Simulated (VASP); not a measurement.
# Si (a cell with a defect): single point with PBE

The system is Si (a cell with a defect).

```
CELL_PARAMETERS angstrom
10.86000 0.00000 0.00000
0.00000 10.86000 0.00000
0.00000 0.00000 10.86000
ATOMIC_POSITIONS crystal
Si 0.50000 0.00000 0.00000
Si 0.62488 0.12488 0.12488
Si 0.75011 0.25011 0.99996
Si 0.87521 0.37521 0.12474
Si 0.75011 0.99996 0.25011
Si 0.87521 0.12474 0.37521
Si 0.00000 0.00000 0.00000
Si 0.12581 0.12584 0.12584
Si 0.24989 0.25011 0.00004
Si 0.37416 0.37419 0.12584
Si 0.50000 0.50000 0.00000
Si 0.62584 0.62581 0.12584
Si 0.75011 0.74989 0.00005
Si 0.87419 0.87416 0.12584
Si 0.24989 0.00004 0.25011
Si 0.37416 0.12584 0.37419
Si 0.49996 0.25011 0.25011
Si 0.62473 0.37521 0.37521
Si 0.75197 0.49879 0.25197
Si 0.87741 0.62259 0.37742
Si 0.50000 0.00000 0.50000
Si 0.62584 0.12584 0.62581
Si 0.75197 0.25197 0.49879
Si 0.87741 0.37742 0.62259
Si 0.75011 0.00005 0.74989
Si 0.87419 0.12584 0.87416
Si 0.00000 0.50000 0.00000
Si 0.12479 0.62479 0.12474
Si 0.24989 0.74989 0.99996
Si 0.37512 0.87512 0.12488
Si 0.99881 0.25197 0.25197
Si 0.24803 0.50119 0.25197
Si 0.37526 0.62479 0.37521
Si 0.50004 0.74989 0.25011
Si 0.62584 0.87416 0.37419
Si 0.00000 0.00000 0.50000
Si 0.12479 0.12474 0.62479
Si 0.24803 0.25197 0.50119
Si 0.37526 0.37521 0.62479
Si 0.50000 0.50000 0.50000
Si 0.62473 0.62479 0.62479
Si 0.75196 0.74804 0.50121
Si 0.87521 0.87527 0.62479
Si 0.24989 0.99996 0.74989
Si 0.37512 0.12488 0.87512
Si 0.50004 0.25011 0.74989
Si 0.62584 0.37419 0.87416
Si 0.75196 0.50121 0.74804
Si 0.87521 0.62479 0.87527
Si 0.00121 0.74803 0.25197
Si 0.12479 0.87527 0.37521
Si 0.12257 0.37743 0.37743
Si 0.12258 0.62259 0.62259
Si 0.24803 0.74803 0.49879
Si 0.37416 0.87416 0.62581
Si 0.00121 0.25197 0.74803
Si 0.12479 0.37521 0.87527
Si 0.24803 0.49879 0.74803
Si 0.37416 0.62581 0.87416
Si 0.49995 0.74989 0.74989
Si 0.62488 0.87512 0.87512
Si 0.99879 0.74804 0.74804
Si 0.12581 0.87416 0.87416
```

| Item | Value |
| --- | --- |
| Program | VASP 6.6.1 |
| Task | single point |
| Functional | PBE |
| Potentials or basis | VASP PAW PBE potentials, release 64 (Si) |
| Cutoff | 520 eV |
| k mesh | 1 × 1 × 1 |
| Occupations | fermi-dirac, width 0.05 eV |
| Spin | collinear spin, zero start |
| Dipole correction | no |
| Charge | 1 |
| Further INCAR settings | LREAL = Auto; ALGO = Normal; EDIFF = 1e-06; NBANDS = 167; NELECT = 251.0 |

The largest force is 0.018 eV/Å. The net moment is -0.01 μB per cell and the valence electrons inside the program's atomic spheres are Si 1.70, 1.69, 1.68, 1.63 (each value once).

Forces on the atoms (eV/Å):
```
Si   0.000  0.000  0.000
Si   0.003  0.002  0.002
Si   0.006  0.006 -0.005
Si   0.000  0.000  0.005
Si   0.006 -0.005  0.006
Si   0.000  0.005  0.000
Si  -0.001  0.000  0.000
Si   0.003 -0.002 -0.002
Si  -0.006  0.006  0.005
Si   0.002 -0.003 -0.002
Si   0.000  0.001  0.000
Si  -0.002  0.002 -0.002
Si   0.006 -0.006  0.006
Si  -0.002  0.002 -0.002
Si  -0.006  0.005  0.006
Si   0.002 -0.002 -0.003
Si  -0.005  0.006  0.006
Si   0.005  0.000  0.000
Si  -0.006 -0.005 -0.006
Si   0.010 -0.010  0.010
Si   0.000  0.000  0.001
Si  -0.002 -0.002  0.002
Si  -0.006 -0.006 -0.005
Si   0.010  0.010 -0.010
Si   0.006  0.006 -0.006
Si  -0.002 -0.002  0.002
Si   0.000  0.000  0.000
Si   0.000  0.000  0.005
Si  -0.006 -0.006 -0.005
Si  -0.002 -0.003  0.002
Si  -0.007 -0.006 -0.006
Si   0.006  0.007 -0.006
Si  -0.005  0.000  0.000
Si   0.005 -0.006  0.006
Si  -0.002  0.002 -0.002
Si   0.000  0.000  0.000
Si   0.000  0.005  0.000
Si   0.006 -0.006  0.007
Si  -0.005  0.000  0.000
Si   0.000  0.000  0.000
Si   0.005  0.000  0.000
Si  -0.006  0.006  0.006
Si   0.000 -0.005  0.000
Si  -0.006 -0.005 -0.006
Si  -0.002  0.002 -0.003
Si   0.005  0.006 -0.006
Si  -0.002 -0.002  0.002
Si  -0.006  0.006  0.006
Si   0.000  0.000 -0.005
Si   0.005  0.006 -0.006
Si   0.000 -0.005  0.000
Si  -0.011  0.011  0.011
Si  -0.010 -0.010 -0.010
Si   0.006  0.006 -0.005
Si   0.002  0.002  0.002
Si   0.005 -0.006  0.006
Si   0.000  0.000 -0.005
Si   0.006 -0.005  0.006
Si   0.002  0.002  0.002
Si  -0.006 -0.006 -0.006
Si   0.003 -0.003 -0.003
Si  -0.006  0.006  0.006
Si   0.002  0.002  0.002
```

Levels at points of the mesh, in eV from the Fermi level:
Spin up:
```
           k point  band 122  band 123  band 124  band 125  band 126  band 127  band 128  band 129
(0.00, 0.00, 0.00)     -1.70     -0.81     -0.81     -0.81      0.08      0.08      0.08      0.26
```
Spin down:
```csv
k point,band 122,band 123,band 124,band 125,band 126,band 127,band 128,band 129
"(0.00, 0.00, 0.00)",-1.70,-0.81,-0.81,-0.81,0.08,0.08,0.08,0.26
```

Wall time 7.6 min on 1 thread of Intel(R) Xeon(R) 6975P-C (Granite Rapids) (shared host), peak memory 1.4 GiB.

Caveat: the k points lie up to 0.58 Å⁻¹ apart; the cell carries a net charge on a neutralising background, which shifts energy and pressure; the cell is charged against a uniform background, so pressure and absolute levels hang on convention.
